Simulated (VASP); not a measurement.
# NaF (P6_3/mmc) in VASP: a series of runs

Aim: see how the results for NaF move with the level of theory and the settings. Levels: PBE, r2SCAN. Tasks: single point.

Everything below comes from runs of VASP 6.6.1. Logs are shortened: lines on timing, memory, paths and dates and some standing lists are left out, and cuts for length are marked.

## (1) The cell of the first run

The structure is hexagonal, space group P6_3/mmc (No. 194). Conventional cell: a = 3.317 Å, b = 3.317 Å, c = 5.804 Å, α = 90.00°, β = 90.00°, γ = 120.00°. Within 3.4 Å of Na (site symmetry -3m) lie 6 F at 2.40 Å and 8 Na at 2.90 to 3.32 Å. F (site symmetry -6m2) has 6 Na at 2.40 Å and 12 F at 3.32 to 3.48 Å within 3.5 Å.

## (2) Single point, PBE (13.83 Å³/atom)

INCAR reads:

```
PREC = Accurate
ENCUT = 520
EDIFF = 1E-6
ISMEAR = 0
SIGMA = 0.01
LREAL = False
LASPH = True
NELM = 100
ALGO = Normal
ISIF = 2
LWAVE = False
LCHARG = False
GGA = PE
NBANDS = 22
```

KPOINTS reads:

```
regular mesh
0
Gamma
  9 9 4
```

POSCAR reads:

```
NaF
1.0
    3.3174077021      0.0000000000      0.0000000000
   -1.6587038510      2.8729593447      0.0000000000
    0.0000000000      0.0000000000      5.8042183749
Na F
2 2
Direct
    0.0000000000      0.0000000000      0.0000000000
    0.0000000000      0.0000000000      0.5000000000
    0.3333333333      0.6666666667      0.2500000000
    0.6666666667      0.3333333333      0.7500000000
```

Potentials or basis: VASP PAW PBE potentials, release 64 (Na_pv, F).

Run with:

```console
$ cat potpaw_PBE.64/Na_pv/POTCAR potpaw_PBE.64/F/POTCAR > POTCAR
$ mpirun -np 1 vasp_std > vasp.out
```

OUTCAR:

```text
PREC = Accurate
   ENCUT = 520
   EDIFF = 1E-6
   ISMEAR = 0
   LREAL = False
   LASPH = True
   NELM = 100
   ISIF = 2
   GGA = PE

 ion  position               nearest neighbor table
   1  0.000  0.000  0.000-
   2  0.000  0.000  0.500-
   3  0.333  0.667  0.250-
   4  0.667  0.333  0.750-

  LATTYP: Found a hexagonal cell.
 ALAT       =     3.3174077021
 C/A-ratio  =     1.7496246757

  Lattice vectors:

 A1 = (   3.3174077021,   0.0000000000,   0.0000000000)
 A2 = (  -1.6587038510,   2.8729593447,   0.0000000000)
 A3 = (   0.0000000000,   0.0000000000,   5.8042183749)

Analysis of symmetry for initial positions (statically):
=====================================================================
 Subroutine PRICEL returns:
 Original cell was already a primitive cell.

 Routine SETGRP: Setting up the symmetry group for a
 hexagonal supercell.

 Subroutine GETGRP returns: Found 24 space group operations
 (whereof 12 operations were pure point group operations)
 out of a pool of 24 trial point group operations.

The static configuration has the point symmetry D_3d.
 The point group associated with its full space group is D_6h.

Analysis of symmetry for dynamics (positions and initial velocities):
=====================================================================
 Subroutine PRICEL returns:
 Original cell was already a primitive cell.

 Routine SETGRP: Setting up the symmetry group for a
 hexagonal supercell.

 Subroutine GETGRP returns: Found 24 space group operations
 (whereof 12 operations were pure point group operations)
 out of a pool of 24 trial point group operations.

The dynamic configuration has the point symmetry D_3d.
 The point group associated with its full space group is D_6h.

 Subroutine INISYM returns: Found 24 space group operations
 (whereof 12 operations are pure point group operations),
 and found     1 'primitive' translations

----------------------------------------------------------------------------------------

                                     Primitive cell

  volume of cell :      55.3187

  direct lattice vectors                    reciprocal lattice vectors
     3.317407702  0.000000000  0.000000000     0.301440188  0.174036573  0.000000000
    -1.658703851  2.872959345  0.000000000     0.000000000  0.348073147  0.000000000
     0.000000000  0.000000000  5.804218375     0.000000000  0.000000000  0.172288487

  length of vectors
     3.317407702  3.317407702  5.804218375     0.348073147  0.348073147  0.172288487

  position of ions in fractional coordinates (direct lattice)
     0.000000000  0.000000000  0.000000000
     0.000000000  0.000000000  0.500000000
     0.333333333  0.666666667  0.250000000
     0.666666667  0.333333333  0.750000000

  ion indices of the primitive-cell ions
   primitive index   ion index
                 1           1
                 2           2
                 3           3
                 4           4

----------------------------------------------------------------------------------------

 KPOINTS: regular mesh

Automatic generation of k-mesh.
 Grid dimensions read from file:
 generate k-points for:    9    9    4

 Generating k-lattice:

  Cartesian coordinates                     Fractional coordinates (reciprocal lattice)
     0.033493354  0.019337397  0.000000000     0.111111111  0.000000000  0.000000000
     0.000000000  0.038674794  0.000000000     0.000000000  0.111111111  0.000000000
     0.000000000  0.000000000  0.043072122     0.000000000  0.000000000  0.250000000

  Length of vectors
     0.038674794  0.038674794  0.043072122

  Shift w.r.t. Gamma in fractional coordinates (k-lattice)
     0.000000000  0.000000000  0.000000000

 Subroutine IBZKPT returns following result:
 ===========================================

 Found     36 irreducible k-points:

 Following reciprocal coordinates:
            Coordinates               Weight
  0.000000  0.000000  0.000000      1.000000
  0.111111  0.000000  0.000000      6.000000
  0.222222  0.000000  0.000000      6.000000
  0.333333 -0.000000  0.000000      6.000000
  0.444444  0.000000  0.000000      6.000000
  0.111111  0.111111  0.000000      6.000000
[... 16 lines left out ...]
  0.333333  0.222222  0.250000     24.000000
  0.333333  0.333333  0.250000      4.000000
 [... further k-points ...]
   k-points           NKPTS =     36   k-points in BZ     NKDIM =     36   number of bands    NBANDS=     22
   number of dos      NEDOS =    301   number of ions     NIONS =      4
   total plane-waves  NPLWV =  37632
   dimension x,y,z NGX =    28 NGY =   28 NGZ =   48
   dimension x,y,z NGXF=    56 NGYF=   56 NGZF=   96
   ions per type =               2   2
   NGX,Y,Z   is equivalent  to a cutoff of  14.03, 14.03, 13.75 a.u.
   NGXF,Y,Z  is equivalent  to a cutoff of  28.06, 28.06, 27.50 a.u.
 SYSTEM =  unknown system
   PREC   = accura    normal or accurate (medium, high low for compatibility)
   ISTART =      0    job   : 0-new  1-cont  2-samecut
   ICHARG =      2    charge: 1-file 2-atom 10-const
   ISPIN  =      1    spin polarized calculation?
   LNONCOLLINEAR =      F non collinear calculations
   LSORBIT =      F    spin-orbit coupling
   LASPH  =      T    aspherical Exc in radial PAW
   ENCUT  =  520.0 eV  38.22 Ry    6.18 a.u.   6.17  6.17 10.79*2*pi/ulx,y,z
   NELM   =    100;   NELMIN=  2; NELMDL= -5     # of ELM steps
   EDIFF  = 0.1E-05   stopping-criterion for ELM
   LREAL  =      F    real-space projection
   EDIFFG = 0.1E-04   stopping-criterion for IOM
   NSW    =      0    number of steps for IOM
   IBRION =     -1    ionic relax: 0-MD 1-quasi-New 2-CG
   NFREE  =      0    steps in history (QN), initial steepest desc. (CG)
   ISIF   =      2    stress and relaxation
   ISYM   =      2    0-nonsym 1-usesym 2-fastsym
   POTIM  = 0.5000    time-step for ionic-motion
   TEBEG  =    0.0;   TEEND  =   0.0 temperature during run
   PSTRESS=    0.0 pullay stress
   NELECT =      28.0000    total number of electrons
   NUPDOWN=      -1.0000    fix difference up-down
   EMIN   =  10.00;   EMAX   =-10.00  energy-range for DOS
   EFERMI =   0.00;   METHOD = LEGACY
   ISMEAR =     0;   SIGMA  =   0.01  broadening in eV -4-tet -1-fermi 0-gaus
   EFERMI_NEDOS =   21; number of points for ismear=-14 and -15
   IALGO  =     38    algorithm
   IMIX   =      4    mixing-type and parameters
     AMIX     =   0.40;   BMIX     =  1.00
     AMIX_MAG =   1.60;   BMIX_MAG =  1.00
  volume/ion in A,a.u.               =      13.83        93.33
  Fermi-wavevector in a.u.,A,eV,Ry     =   1.304678  2.465485 23.159644  1.702186
  Thomas-Fermi vector in A             =   2.435598
   LORBIT       =      0    0 simple, 1 ext, 2 COOP (PROOUT), +10 PAW based schemes
   GGA     = PE    functional components
   LHFCALC =     F    Hartree Fock is set to
   AEXX    =    0.0000 exact exchange contribution
   IVDW    =     0    specifies the selected vdW correction
   LEPSILON=     F    determine dielectric tensor
   LRPA    =     F    only Hartree local field effects (RPA)
 non-spin polarized calculation
 Gauss-broadening in eV      SIGMA  =   0.01
  energy-cutoff  :      520.00
  volume of cell :       55.32
 maximum number of plane-waves:      1518
 NGX is ok and might be reduce to    28
   NGX = 13   NGY = 13   NGZ = 21

 number of electron      27.9999998 magnetization

 Free energy of the ion-electron system (eV)
  ---------------------------------------------------
  ext. energy  EPLUGINS =         0.00000000
  ---------------------------------------------------
  free energy    TOTEN  =       -16.94248740 eV

  energy without entropy =      -16.94248740  energy(sigma->0) =      -16.94248740

 E-fermi :  -2.3742     XC(G=0):  -8.6582

 val. band max:       -2.4243279580   @ k =   0.0000   0.0000   0.0000
 cond. band min:       3.2678839606   @ k =   0.0000   0.0000   0.0000
 fundamental gap:      5.6922119186
 Fermi energy:        -2.3741889357

 k-point     1 :       0.0000    0.0000    0.0000
  band No.  band energies     occupation
      1     -22.4500      2.00000
      2     -21.9286      2.00000
      3     -21.9286      2.00000
      4     -21.9056      2.00000
      5     -21.9056      2.00000
      6     -21.8834      2.00000
[... 14 lines left out ...]
     21      17.2648      0.00000
     22      17.2648      0.00000

 k-point     2 :       0.1111    0.0000    0.0000
  band No.  band energies     occupation
      1     -22.4186      2.00000
      2     -22.0119      2.00000
      3     -21.9314      2.00000
      4     -21.9163      2.00000
      5     -21.9079      2.00000
      6     -21.8820      2.00000
[... 14 lines left out ...]
     21      16.5858      0.00000
     22      16.9478      0.00000

 k-point     3 :       0.2222    0.0000    0.0000
  band No.  band energies     occupation
      1     -22.3395      2.00000
      2     -22.1416      2.00000
      3     -21.9431      2.00000
      4     -21.9384      2.00000
      5     -21.9137      2.00000
      6     -21.8783      2.00000
[... 14 lines left out ...]
     21      16.4691      0.00000
     22      16.7647      0.00000

 k-point     4 :       0.3333   -0.0000    0.0000
  band No.  band energies     occupation
      1     -22.3163      2.00000
      2     -22.1568      2.00000
      3     -21.9734      2.00000
      4     -21.9464      2.00000
      5     -21.9202      2.00000
      6     -21.8741      2.00000
[... 14 lines left out ...]
     21      16.4434      0.00000
     22      16.6821      0.00000

 k-point     5 :       0.4444    0.0000    0.0000
  band No.  band energies     occupation
      1     -22.3600      2.00000
      2     -22.0766      2.00000
      3     -21.9930      2.00000
      4     -21.9517      2.00000
      5     -21.9245      2.00000
      6     -21.8713      2.00000
[... 417 lines left out ...]
 k-point    22 :       0.2222    0.2222    0.2500
  band No.  band energies     occupation
      1     -22.2349      2.00000
      2     -22.1800      2.00000
      3     -22.0005      2.00000
      4     -21.9690      2.00000
      5     -21.9416      2.00000
      6     -21.9051      2.00000
[... 14 lines left out ...]
     21      14.4783      0.00000
     22      16.7164      0.00000

 k-point    23 :       0.3333    0.2222    0.2500
  band No.  band energies     occupation
      1     -22.2484      2.00000
      2     -22.1302      2.00000
      3     -22.0294      2.00000
      4     -21.9819      2.00000
      5     -21.9544      2.00000
      6     -21.9004      2.00000
[... 14 lines left out ...]
     21      14.3251      0.00000
     22      15.7997      0.00000

 k-point    24 :       0.3333    0.3333    0.2500
  band No.  band energies     occupation
      1     -22.1849      2.00000
      2     -22.1849      2.00000
      3     -22.0368      2.00000
      4     -21.9754      2.00000
      5     -21.9754      2.00000
      6     -21.8985      2.00000
[... 14 lines left out ...]
     21      14.3607      0.00000
     22      16.1102      0.00000

 [... further k-points ...]

------------------------ aborting loop because EDIFF is reached ----------------------------------------

  FORCE on cell =-STRESS in cart. coord.  units (eV):
  Direction    XX          YY          ZZ          XY          YZ          ZX
  --------------------------------------------------------------------------------------
  -------------------------------------------------------------------------------------
  Total       -0.8027460     -0.8027460     -0.8737371     -0.0000000      0.0000000      0.0000000
  in kB      -23.2496622    -23.2496622    -25.3057555     -0.0000000      0.0000000      0.0000000
  external PRESSURE =     -23.9350266 kB  Pullay stress =       0.0000000 kB

 VOLUME and BASIS-vectors are now :
 -----------------------------------------------------------------------------
  energy-cutoff  :      520.00
  volume of cell :       55.32
      direct lattice vectors                 reciprocal lattice vectors
     3.317407702  0.000000000  0.000000000     0.301440188  0.174036573  0.000000000
    -1.658703851  2.872959345  0.000000000     0.000000000  0.348073147  0.000000000
     0.000000000  0.000000000  5.804218375     0.000000000  0.000000000  0.172288487

 POSITION                                       TOTAL-FORCE (eV/Angst)
 -----------------------------------------------------------------------------------
      0.00000      0.00000      0.00000         0.000000      0.000000      0.000000
      0.00000      0.00000      2.90211         0.000000      0.000000      0.000000
     -0.00000      1.91531      1.45105         0.000000     -0.000000      0.000000
      1.65870      0.95765      4.35316        -0.000000      0.000000     -0.000000
 -----------------------------------------------------------------------------------
    total drift:                                0.000000     -0.000000      0.000000

  FREE ENERGIE OF THE ION-ELECTRON SYSTEM (eV)
  ---------------------------------------------------
  free  energy   TOTEN  =       -16.9424874014 eV

  energy  without entropy=      -16.9424874014  energy(sigma->0) =      -16.94248740
```

Run time: 66 s. Hardware: 1 thread of AMD EPYC 7R13, shared host; peak memory 0.16 GiB.

What came out:

- Free energy: -16.9425 eV
- Pressure: -2.4 GPa
- Band gap on the k mesh: 5.69 eV

A k mesh can miss the band edges.

## (3) Single point, r2SCAN (11.44 Å³/atom)

This run uses another cell than the first one, of 11.44 Å³/atom.

POSCAR reads:

```
NaF
1.0
    3.1126880677      0.0000000000      0.0000000000
   -1.5563440338      2.6956669407      0.0000000000
    0.0000000000      0.0000000000      5.4539740124
Na F
2 2
Direct
    0.0000000000      0.0000000000      0.0000000000
    0.0000000000      0.0000000000      0.5000000000
    0.3333333333      0.6666666667      0.2500000000
    0.6666666667      0.3333333333      0.7500000000
```

INCAR.step1 reads:

```
  PREC = Accurate
  ENCUT = 520
  ISMEAR = 0
  SIGMA = 0.01
  LREAL = F
  LASPH = T
  NELM = 80
  NBANDS = 22
  GGA = PE
  ALGO = Normal
  EDIFF = 1E-4
  LWAVE = T
  LCHARG = F
```

INCAR.step2 reads:

```
  PREC = Accurate
  ENCUT = 520
  EDIFF = 1E-7
  ISMEAR = 0
  SIGMA = 0.01
  LREAL = F
  LASPH = T
  NELM = 80
  ALGO = Normal
  ISIF = 2
  LWAVE = F
  LCHARG = F
  METAGGA = R2SCAN
  LMIXTAU = T
  NBANDS = 22
  ISTART = 1
```

KPOINTS reads:

```
Automatic mesh
0
Gamma
  9 9 4
```

Potentials or basis: VASP PAW PBE potentials, release 64 (Na_pv, F).

Run with:

```console
$ cat potpaw_PBE.64/Na_pv/POTCAR potpaw_PBE.64/F/POTCAR > POTCAR
$ cp INCAR.step1 INCAR
$ mpirun -np 1 vasp_std > vasp.out
$ cp INCAR.step2 INCAR
$ mpirun -np 1 vasp_std > vasp.out
```

It took 4.2 min on 1 thread of AMD EPYC 7R13, shared host; peak memory 0.15 GiB.

The run converged. Its results:

* Free energy: -25.0002 eV
* Pressure: 3.2 GPa
* Band gap on the k mesh: 7.58 eV

Stress tensor (GPa, compression positive):
```
3.17 0.00 0.00
0.00 3.17 0.00
0.00 0.00 3.34
```

Levels at points of the mesh, in eV from the valence-band top:
```tsv
k point	band 12	band 13	band 14	band 15	band 16	band 17
(0.00, 0.00, 0.00)	-0.22	0.00	0.00	7.58	12.15	13.63
(0.00, 0.00, 0.50)	-0.12	-0.12	-0.12	9.44	9.44	16.18
```

Caveat: the cell stands under pressure; the PAW data sets were made with another functional, which shifts forces and pressure a little. A k mesh can miss the band edges.

(Part 1 of 2 ends here.)
